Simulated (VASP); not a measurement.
Si4W2Cl: single point with PBE

Si4W2Cl, a slab with vacuum:

```
Si W Cl
1.0
     3.22929    0.00000    0.00000
     0.00000    3.22929    0.00000
     0.00000    0.00000   21.93730
Si W Cl
4 2 1
Direct
  0.00000 0.00000 0.18234
  0.00000 0.00000 0.30099
  0.50000 0.50000 0.35901
  0.50000 0.50000 0.47578
  0.50000 0.50000 0.24166
  0.00000 0.00000 0.41784
  0.62500 0.75000 0.56398
```

```json
{
 "Program": "VASP 6.6.1",
 "Task": "single point",
 "Functional": "PBE",
 "Potentials or basis": "VASP PAW PBE potentials, release 64 (Si, W_sv, Cl)",
 "Cutoff": "520 eV",
 "k mesh": "8 × 8 × 1",
 "Occupations": "gaussian, width 0.1 eV",
 "Spin": "no spin polarisation",
 "Dipole correction": "yes",
 "Further INCAR settings": "ALGO = Normal; EDIFF = 1e-07; NBANDS = 34"
}
```

| Quantity | Value |
| --- | --- |
| Largest force | 0.754 eV/Å |

Forces on the atoms (eV/Å):
```
Si  -0.004 -0.003  0.455
Si   0.014  0.014 -0.568
Si  -0.002  0.004 -0.410
Si   0.172  0.343  0.649
W   -0.003 -0.003  0.010
W    0.118  0.287 -0.111
Cl  -0.295 -0.641 -0.025
```

Levels at points of the mesh, in eV from the Fermi level:
```tsv
k point	band 22	band 23	band 24	band 25	band 26	band 27	band 28	band 29
(0.00, 0.00, 0.00)	-1.88	-0.67	-0.60	0.69	0.70	0.87	0.92	0.95
(0.50, 0.00, 0.00)	-1.96	-1.91	-1.31	-0.29	-0.28	-0.13	2.39	2.69
(0.00, 0.50, 0.00)	-1.96	-1.80	-1.01	-0.28	-0.25	-0.13	2.20	2.70
(0.50, 0.50, 0.00)	-2.71	-2.11	-1.98	-1.92	-0.48	0.98	1.59	2.96
```

Run time: 4.7 min on 1 thread of Intel(R) Xeon(R) Platinum 8488C (Sapphire Rapids), on a shared host, peak memory 0.44 GiB.

Caveat: spin-orbit coupling is left out, which moves the levels of the heavy elements; an odd number of electrons without spin polarisation forces a metal; a magnetic or distorted state may lie lower.
